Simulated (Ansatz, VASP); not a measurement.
## Two plane-wave programs on KZr2

```
CELL_PARAMETERS angstrom
0.00000 3.57912 3.57912
3.57912 0.00000 3.57912
3.57912 3.57912 0.00000
ATOMIC_POSITIONS crystal
K 0.00000 0.00000 0.00000
Zr 0.25000 0.25000 0.25000
Zr 0.75000 0.75000 0.75000
```

Alike in both runs: functional LDA; k mesh 7 × 7 × 7; occupations fermi-dirac, width 0.05 eV; no spin polarisation.

|  | VASP | Ansatz |
| --- | --- | --- |
| version | VASP 6.6.1 | Ansatz 0.2.0 |
| potentials or method | VASP PAW LDA potentials, release 64 (K_sv, Zr_sv) | Ansatz PAW |
| plane-wave cutoff (eV) | 520 | 420 |
| valence electrons in the cell | 33 | 33 |
| task | single point | band structure |

VASP gave:

| Property | Result |
| --- | --- |
| gap on the k mesh at the Fermi level (eV) | none |
| pressure (GPa) | -3.6 |

What did Ansatz give for the same quantities?

gap on the k mesh at the Fermi level (eV): none; pressure (GPa): -3.7.

LDA's correlation is that of Perdew and Zunger in VASP and of Perdew and Wang (1992) in Ansatz. A gap of «none» marks a metal or a gap that the smearing closes.
